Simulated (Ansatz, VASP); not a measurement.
One calculation of MgS, two programs

```
Mg S
1.0
     4.12934    0.00000    0.00000
    -2.06467    3.57611    0.00000
     0.00000    0.00000    6.28617
Mg S
2 2
Direct
  0.33333 0.66667 0.99138
  0.66667 0.33333 0.49138
  0.33333 0.66667 0.38362
  0.66667 0.33333 0.88362
```

Change from the starting cell: epitaxial_xy strain +2.5%.

Alike in both runs: task single point; functional HSE06; k mesh 6 × 6 × 4; no spin polarisation.

|  | VASP | Ansatz |
| --- | --- | --- |
| version | VASP 6.6.1 | Ansatz 0.2.0 |
| potentials or method | VASP PAW PBE potentials, release 64 (Mg, S) | plane waves, PAW |
| plane-wave cutoff (eV) | 520 | 420 |
| occupations | gaussian, width 0.01 eV | fixed |
| valence electrons in the cell | 16 | 32 |

|  | VASP | Ansatz | Ansatz less VASP |
| --- | --- | --- | --- |
| gap on the k mesh at the Fermi level (eV) | 4.19 | 4.21 | +0.018 |
| pressure (GPa) | -1.7 | -1.5 | +0.17 |
| traceless stress, the component that is largest in VASP (GPa) | 1.46 | 1.43 | -0.023 |

VASP's potentials hold 16 valence electrons a cell and Ansatz's 32, so a difference there can come from the potentials and not from the codes. Ansatz's warnings: stress exchange threshold loose, stress scf threshold loose.
